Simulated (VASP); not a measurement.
# SiC in VASP: single point with PBE

Aim: the single point of SiC with PBE.

All numbers are computed with VASP 6.6.1; they aren't measurements. Logs are shortened: lines on timing, memory, paths and dates and some standing lists are left out, and cuts for length are marked.

### Step 1. The cell of the first run

The cell holds a wire or tube with vacuum around it, 28 atoms: a = 16.700 Å, b = 15.500 Å, c = 5.119 Å, α = 90.00°, β = 90.00°, γ = 90.00°.

### Step 2. Single point, PBE, collinear spin

INCAR reads:

```
ALGO     = Normal         # electronic algorithm
EDIFF    = 1E-6           # SCF threshold, eV
ENCUT    = 520            # plane-wave cutoff, eV
GGA      = PE             # functional
ISIF     = 2              # what is computed and relaxed
ISMEAR   = 0              # smearing method
ISPIN    = 2              # spin polarisation
KPAR     = 2            
LASPH    = True           # aspherical terms in the spheres
LCHARG   = False          # write CHGCAR
LORBIT   = 11             # projections on sites
LREAL    = Auto         
LWAVE    = False          # write WAVECAR
MAGMOM   = 0.3 0.3 0.3 0.3 0.3 0.3 0.3 0.3 0.3 0.3 0.3 0.3 0.3 0.3 0.3 0.3 0.3 0.3 0.3 0.3 0.3 0.3 0.3 0.3 0.3 0.3 0.3 0.3 # initial moments
NBANDS   = 80             # bands
NCORE    = 2            
NELM     = 150            # most SCF steps
PREC     = Accurate       # precision mode
SIGMA    = 0.05           # smearing width, eV
```

KPOINTS reads:

```
k-points
0
Gamma
  1 1 7
```

POSCAR reads:

```
SiC
1.0
   16.7000000000      0.0000000000      0.0000000000
    0.0000000000     15.5000000000      0.0000000000
    0.0000000000      0.0000000000      5.1188863956
Si C
14 14
Direct
    0.4515369284      0.3592753999      0.0121803876
    0.3626572292      0.5251725652      0.0121921151
    0.6216429693      0.3671840371      0.0299742787
    0.5498050026      0.5309725042      0.0189679442
    0.4541003091      0.6799134773      0.0299754190
    0.7296802930      0.5524807788     -0.0048667827
    0.6570580121      0.6880390895     -0.0048725545
    0.3429419879      0.3119609105      0.4951274455
    0.2703197070      0.4475192212      0.4951332173
    0.5458996909      0.3200865227      0.5299754190
    0.4501949974      0.4690274958      0.5189679442
    0.3783570307      0.6328159629      0.5299742787
    0.6373427708      0.4748274348      0.5121921151
    0.5484630716      0.6407246001      0.5121803876
    0.4472397489      0.3509056291      0.3825501318
    0.3537845306      0.5253511321      0.3825568014
    0.6344409415      0.3634225580      0.3714238006
    0.5402868097      0.5250540561      0.3936702471
    0.4574772300      0.6937505497      0.3714249105
    0.6942839775      0.5697010954      0.3499297558
    0.6531986410      0.6463861734      0.3498935453
    0.3468013590      0.3536138266      0.8498935453
    0.3057160225      0.4302989046      0.8499297558
    0.5425227700      0.3062494503      0.8714249105
    0.4597131903      0.4749459439      0.8936702471
    0.3655590585      0.6365774420      0.8714238006
    0.6462154694      0.4746488679      0.8825568014
    0.5527602511      0.6490943709      0.8825501318
```

Potentials or basis: VASP PAW PBE potentials, release 64 (Si, C).

Launch:

```sh
$ cat potpaw_PBE.64/Si/POTCAR potpaw_PBE.64/C/POTCAR > POTCAR
$ mpirun -np 4 vasp_std > vasp.out
```

OUTCAR:

```text
EDIFF = 1E-6
   ENCUT = 520
   GGA = PE
   ISIF = 2
   ISMEAR = 0
   ISPIN = 2
   LASPH = True
   LORBIT = 11
   LREAL = Auto
   NELM = 150
   PREC = Accurate

 ion  position               nearest neighbor table
   1  0.452  0.359  0.012-  24 1.87  25 1.90  15 1.90  22 1.94   3 2.84   2 2.97  10 2.99  11 3.04
                            11 3.10   4 3.13  10 3.14
   2  0.363  0.525  0.012-  26 1.87  25 1.90  16 1.90  23 1.94   5 2.84   1 2.97  12 2.99  11 3.04
                            11 3.10   4 3.13  12 3.14
   3  0.622  0.367  0.030-  17 1.76  24 1.82  27 1.87   4 2.81   1 2.84  10 2.95  10 2.95  13 2.99
                            13 3.14
   4  0.550  0.531  0.019-  25 1.85  18 1.93  27 1.96  28 1.96   5 2.81   3 2.81   6 3.02   7 3.02
                            14 3.04  13 3.04  13 3.10  14 3.10   1 3.13   2 3.13
   5  0.454  0.680  0.030-  19 1.76  26 1.82  28 1.87   4 2.81   2 2.84  12 2.95  12 2.95  14 2.99
                            14 3.14
   6  0.730  0.552  0.995-  20 1.93  27 1.93   7 2.43   4 3.02
   7  0.657  0.688  0.995-  21 1.93  28 1.93   6 2.43   4 3.02
   8  0.343  0.312  0.495-  22 1.93  15 1.93   9 2.43  11 3.02
   9  0.270  0.448  0.495-  23 1.93  16 1.93   8 2.43  11 3.02
  10  0.546  0.320  0.530-  24 1.76  17 1.82  15 1.87  11 2.81  13 2.84   3 2.95   3 2.95   1 2.99
                             1 3.14
  11  0.450  0.469  0.519-  18 1.85  25 1.93  16 1.96  15 1.96  10 2.81  12 2.81   9 3.02   8 3.02
                             1 3.04   2 3.04   2 3.10   1 3.10  14 3.13  13 3.13
  12  0.378  0.633  0.530-  26 1.76  19 1.82  16 1.87  11 2.81  14 2.84   5 2.95   5 2.95   2 2.99
                             2 3.14
  13  0.637  0.475  0.512-  17 1.87  18 1.90  27 1.90  20 1.94  10 2.84  14 2.97   3 2.99   4 3.04
                             4 3.10  11 3.13   3 3.14
  14  0.548  0.641  0.512-  19 1.87  18 1.90  28 1.90  21 1.94  12 2.84  13 2.97   5 2.99   4 3.04
                             4 3.10  11 3.13   5 3.14
  15  0.447  0.351  0.383-  10 1.87   1 1.90   8 1.93  11 1.96
  16  0.354  0.525  0.383-  12 1.87   2 1.90   9 1.93  11 1.96
  17  0.634  0.363  0.371-   3 1.76  10 1.82  13 1.87
  18  0.540  0.525  0.394-  11 1.85  14 1.90  13 1.90   4 1.93
  19  0.457  0.694  0.371-   5 1.76  12 1.82  14 1.87
  20  0.694  0.570  0.350-  21 1.37   6 1.93  13 1.94
  21  0.653  0.646  0.350-  20 1.37   7 1.93  14 1.94
  22  0.347  0.354  0.850-  23 1.37   8 1.93   1 1.94
  23  0.306  0.430  0.850-  22 1.37   9 1.93   2 1.94
  24  0.543  0.306  0.871-  10 1.76   3 1.82   1 1.87
  25  0.460  0.475  0.894-   4 1.85   1 1.90   2 1.90  11 1.93
  26  0.366  0.637  0.871-  12 1.76   5 1.82   2 1.87
  27  0.646  0.475  0.883-   3 1.87  13 1.90   6 1.93   4 1.96
  28  0.553  0.649  0.883-   5 1.87  14 1.90   7 1.93   4 1.96

  LATTYP: Found a simple orthorhombic cell.
 ALAT       =     5.1188863956
 B/A-ratio  =     3.0280023431
 C/A-ratio  =     3.2624283310

  Lattice vectors:

 A1 = (   0.0000000000,   0.0000000000,  -5.1188863956)
 A2 = (   0.0000000000,  15.5000000000,   0.0000000000)
 A3 = (  16.7000000000,   0.0000000000,   0.0000000000)

Analysis of symmetry for initial positions (statically):
=====================================================================
 Subroutine PRICEL returns:
 Original cell was already a primitive cell.

 Routine SETGRP: Setting up the symmetry group for a
 simple orthorhombic supercell.

 Subroutine GETGRP returns: Found  2 space group operations
 (whereof  1 operations were pure point group operations)
 out of a pool of  8 trial point group operations.

The static configuration has the point symmetry C_1 .
 The point group associated with its full space group is C_2 .

Analysis of symmetry for dynamics (positions and initial velocities):
=====================================================================
 Subroutine PRICEL returns:
 Original cell was already a primitive cell.

 Routine SETGRP: Setting up the symmetry group for a
 simple orthorhombic supercell.

 Subroutine GETGRP returns: Found  2 space group operations
 (whereof  1 operations were pure point group operations)
 out of a pool of  8 trial point group operations.

The dynamic configuration has the point symmetry C_1 .
 The point group associated with its full space group is C_2 .

Analysis of structural, dynamic, and magnetic symmetry:
=====================================================================
 Subroutine PRICEL returns:
 Original cell was already a primitive cell.

 Routine SETGRP: Setting up the symmetry group for a
 simple orthorhombic supercell.

 Subroutine GETGRP returns: Found  2 space group operations
 (whereof  1 operations were pure point group operations)
 out of a pool of  8 trial point group operations.

The overall configuration has the point symmetry C_1 .
 The point group associated with its full space group is C_2 .

 Subroutine INISYM returns: Found  2 space group operations
 (whereof  1 operations are pure point group operations),
[... 117 lines left out ...]
 SYSTEM =  unknown system
   PREC   = accura    normal or accurate (medium, high low for compatibility)
   ISTART =      0    job   : 0-new  1-cont  2-samecut
   ICHARG =      2    charge: 1-file 2-atom 10-const
   ISPIN  =      2    spin polarized calculation?
   LNONCOLLINEAR =      F non collinear calculations
   LSORBIT =      F    spin-orbit coupling
   LASPH  =      T    aspherical Exc in radial PAW
   ENCUT  =  520.0 eV  38.22 Ry    6.18 a.u.  31.05 28.82  9.52*2*pi/ulx,y,z
   NELM   =    150;   NELMIN=  2; NELMDL= -5     # of ELM steps
   EDIFF  = 0.1E-05   stopping-criterion for ELM
   LREAL  =      T    real-space projection
   EDIFFG = 0.1E-04   stopping-criterion for IOM
   NSW    =      0    number of steps for IOM
   IBRION =     -1    ionic relax: 0-MD 1-quasi-New 2-CG
   NFREE  =      0    steps in history (QN), initial steepest desc. (CG)
   ISIF   =      2    stress and relaxation
   ISYM   =      2    0-nonsym 1-usesym 2-fastsym
   POTIM  = 0.5000    time-step for ionic-motion
   TEBEG  =    0.0;   TEEND  =   0.0 temperature during run
   PSTRESS=    0.0 pullay stress
   NELECT =     112.0000    total number of electrons
   NUPDOWN=      -1.0000    fix difference up-down
   EMIN   =  10.00;   EMAX   =-10.00  energy-range for DOS
   EFERMI =   0.00;   METHOD = LEGACY
   ISMEAR =     0;   SIGMA  =   0.05  broadening in eV -4-tet -1-fermi 0-gaus
   EFERMI_NEDOS =   21; number of points for ismear=-14 and -15
   IALGO  =     38    algorithm
   IMIX   =      4    mixing-type and parameters
     AMIX     =   0.40;   BMIX     =  1.00
     AMIX_MAG =   1.60;   BMIX_MAG =  1.00
  volume/ion in A,a.u.               =      47.32       319.35
  Fermi-wavevector in a.u.,A,eV,Ry     =   0.718466  1.357704  7.023240  0.516194
  Thomas-Fermi vector in A             =   1.807411
   LORBIT       =     11    0 simple, 1 ext, 2 COOP (PROOUT), +10 PAW based schemes
   GGA     = PE    functional components
   LHFCALC =     F    Hartree Fock is set to
   AEXX    =    0.0000 exact exchange contribution
   IVDW    =     0    specifies the selected vdW correction
   LEPSILON=     F    determine dielectric tensor
   LRPA    =     F    only Hartree local field effects (RPA)
 spin polarized calculation
 Gauss-broadening in eV      SIGMA  =   0.05
  energy-cutoff  :      520.00
  volume of cell :     1325.02
 maximum number of plane-waves:     35769
 NGX is ok and might be reduce to   126
   NGX = 63   NGY = 57   NGZ = 19

 number of electron     111.9999998 magnetization       3.7010569

 Free energy of the ion-electron system (eV)
  ---------------------------------------------------
  ext. energy  EPLUGINS =         0.00000000
  ---------------------------------------------------
  free energy    TOTEN  =      -187.64058653 eV

  energy without entropy =     -187.63297240  energy(sigma->0) =     -187.63677947

 E-fermi :  -1.6303     XC(G=0):  -3.5831

 val. band max:       -1.6546219420   @ k =   0.0000   0.0000   0.0000
 cond. band min:      -1.6034548869   @ k =   0.0000   0.0000   0.0000
 fundamental gap:      0.0511670551
 Fermi energy:        -1.6303172008

 spin component 1

 k-point     1 :       0.0000    0.0000    0.0000
  band No.  band energies     occupation
      1     -17.8666      1.00000
      2     -17.4474      1.00000
      3     -16.3100      1.00000
      4     -16.1983      1.00000
      5     -14.9939      1.00000
      6     -14.7540      1.00000
[... 273 lines left out ...]
     67       1.6981      0.00000
     68       1.7865      0.00000
 Fermi energy:        -1.6303172008

 spin component 2

 k-point     1 :       0.0000    0.0000    0.0000
  band No.  band energies     occupation
      1     -17.7644      1.00000
      2     -17.2920      1.00000
      3     -16.1947      1.00000
      4     -16.1616      1.00000
      5     -14.9123      1.00000
      6     -14.6837      1.00000
[... 273 lines left out ...]
     67       1.9844      0.00000
     68       1.9922      0.00000
 [bands above 68 left out]

------------------------ aborting loop because EDIFF is reached ----------------------------------------

  FORCE on cell =-STRESS in cart. coord.  units (eV):
  Direction    XX          YY          ZZ          XY          YZ          ZX
  --------------------------------------------------------------------------------------
  -------------------------------------------------------------------------------------
  Total       -0.0226580     -0.0271265      0.1511211     -0.0014256      0.0000000      0.0000000
  in kB       -0.0273974     -0.0328006      0.1827309     -0.0017238      0.0000000      0.0000000
  external PRESSURE =       0.0408443 kB  Pullay stress =       0.0000000 kB

 VOLUME and BASIS-vectors are now :
 -----------------------------------------------------------------------------
  energy-cutoff  :      520.00
  volume of cell :     1325.02
      direct lattice vectors                 reciprocal lattice vectors
    16.700000000  0.000000000  0.000000000     0.059880240  0.000000000  0.000000000
     0.000000000 15.500000000  0.000000000     0.000000000  0.064516129  0.000000000
     0.000000000  0.000000000  5.118886396     0.000000000  0.000000000  0.195354990

 POSITION                                       TOTAL-FORCE (eV/Angst)
 -----------------------------------------------------------------------------------
      7.54067      5.56877      0.06235        -0.001273      0.006497      0.003139
      6.05638      8.14017      0.06241         0.004218     -0.006466      0.002945
     10.38144      5.69135      0.15343         0.002597      0.002906      0.002475
      9.18174      8.23007      0.09709        -0.004945     -0.004393     -0.006522
      7.58348     10.53866      0.15344         0.002529     -0.000078      0.000362
     12.18566      8.56345      5.09397        -0.005370      0.012061     -0.001761
[... 20 lines left out ...]
     10.79180      7.35706      4.51771         0.006315     -0.006761     -0.013082
      9.23110     10.06096      4.51767        -0.003450      0.006556     -0.013239
 -----------------------------------------------------------------------------------
    total drift:                                0.000000     -0.000000      0.029122

  FREE ENERGIE OF THE ION-ELECTRON SYSTEM (eV)
  ---------------------------------------------------
  free  energy   TOTEN  =      -187.6405865315 eV

  energy  without entropy=     -187.6329723995  energy(sigma->0) =     -187.63677947

 total charge

# of ion       s       p       d       tot
------------------------------------------
    1        0.714   0.939   0.000   1.652
    2        0.714   0.939   0.000   1.652
    3        0.745   0.947   0.000   1.693
    4        0.716   0.927   0.000   1.643
    5        0.745   0.947   0.000   1.693
    6        0.810   0.813   0.000   1.623
[... 20 lines left out ...]
   27        0.845   1.634   0.000   2.478
   28        0.845   1.634   0.000   2.478
--------------------------------------------------
tot         22.528  35.497   0.000  58.025

 magnetization (x)

# of ion       s       p       d       tot
------------------------------------------
    1        0.006   0.015   0.000   0.021
    2        0.006   0.015   0.000   0.021
    3        0.002   0.007   0.000   0.010
    4        0.005   0.014   0.000   0.019
    5        0.002   0.007   0.000   0.010
    6        0.038   0.209   0.000   0.247
[... 20 lines left out ...]
   27        0.003   0.018   0.000   0.022
   28        0.003   0.018   0.000   0.022
--------------------------------------------------
tot          0.239   1.368   0.000   1.607
```

It took 13 min on 4 MPI ranks of Intel Xeon Platinum 8259CL at 2.50GHz (Skylake/Cascade Lake), shared host; peak memory 1.1 GiB.

Results:

* Free energy: -187.6406 eV
* Largest force: 0.061 eV/Å
* Net moment: 3.70 μB per cell
* Site moments: Si +0.02, +0.01, +0.25 (each value once); C +0.02, +0.01, +0.08 (each value once) μB
* Valence electrons inside the program's atomic spheres: Si 1.65, 1.69, 1.64, 1.62 (each value once); C 2.48, 2.49, 2.54 (each value once)

Forces on the atoms (eV/Å):
```
Si  -0.001  0.006  0.003
Si   0.004 -0.006  0.003
Si   0.003  0.003  0.002
Si  -0.005 -0.004 -0.007
Si   0.003  0.000  0.000
Si  -0.005  0.012 -0.002
Si   0.008 -0.011 -0.001
Si  -0.008  0.011 -0.001
Si   0.005 -0.012 -0.002
Si  -0.003  0.000  0.000
Si   0.005  0.004 -0.007
Si  -0.003 -0.003  0.002
Si  -0.004  0.006  0.003
Si   0.001 -0.006  0.003
C    0.003 -0.007 -0.013
C   -0.006  0.007 -0.013
C   -0.001  0.006  0.004
C   -0.007 -0.003  0.005
C    0.000 -0.001  0.000
C    0.025 -0.049  0.008
C   -0.024  0.055  0.009
C    0.024 -0.055  0.009
C   -0.025  0.049  0.008
C    0.000  0.001  0.000
C    0.007  0.003  0.005
C    0.001 -0.006  0.004
C    0.006 -0.007 -0.013
C   -0.003  0.007 -0.013
```

Levels at points of the mesh, in eV from the Fermi level:
Spin up:
```csv
k point,band 55,band 56,band 57,band 58,band 59,band 60,band 61,band 62
"(0.00, 0.00, 0.00)",-0.59,-0.42,-0.31,0.03,0.90,1.20,1.59,1.80
```
Spin down:
```
           k point  band 52  band 53  band 54  band 55  band 56  band 57
(0.00, 0.00, 0.00)    -1.35    -1.34    -0.70    -0.02     0.26     0.77
```

Caveat: a moment this small can come from the mesh or the smearing.
